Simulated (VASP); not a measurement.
# SiC: single point with r2SCAN

SiC:

```xyz
2
Lattice="0.0000 2.1782 2.1782 2.1782 0.0000 2.1782 2.1782 2.1782 0.0000" Properties=species:S:1:pos:R:3 pbc="T T T"
Si    0.0000    0.0000    0.0000
C     3.2673    3.2673    3.2673
```

```
Program             : VASP 6.6.1
Task                : single point
Functional          : r2SCAN
Potentials or basis : VASP PAW PBE potentials, release 64 (Si, C)
Cutoff              : 520 eV
k mesh              : 12 × 12 × 12
Occupations         : fermi-dirac, width 0.1 eV
Spin                : no spin polarisation
```

```
Pressure               : -0.2 GPa
Band gap on the k mesh : 1.72 eV, indirect (least direct gap 5.06 eV)
```

Levels at points of the mesh, in eV from the valence-band top:
```
           k point  band 1  band 2  band 3  band 4  band 5  band 6  band 7  band 8  band 9
(0.00, 0.00, 0.00)  -16.19    0.00    0.00    0.00    6.85    7.86    7.86    7.86   15.22
(0.50, 0.00, 0.00)  -12.56   -8.82   -1.11   -1.11    6.00    7.76    7.76   10.96   17.43
(0.50, 0.50, 0.00)  -11.10   -8.05   -3.34   -3.34    1.72    4.83   15.14   15.14   16.01
```

Run time: 39 s on 1 thread of Intel(R) Xeon(R) Platinum 8259CL CPU @ 2.50GHz (Skylake/Cascade Lake), with other jobs on the host, peak memory 0.14 GiB.

Caveat: the PAW data sets were made with another functional, which shifts forces and pressure a little. A k mesh can miss the band edges.
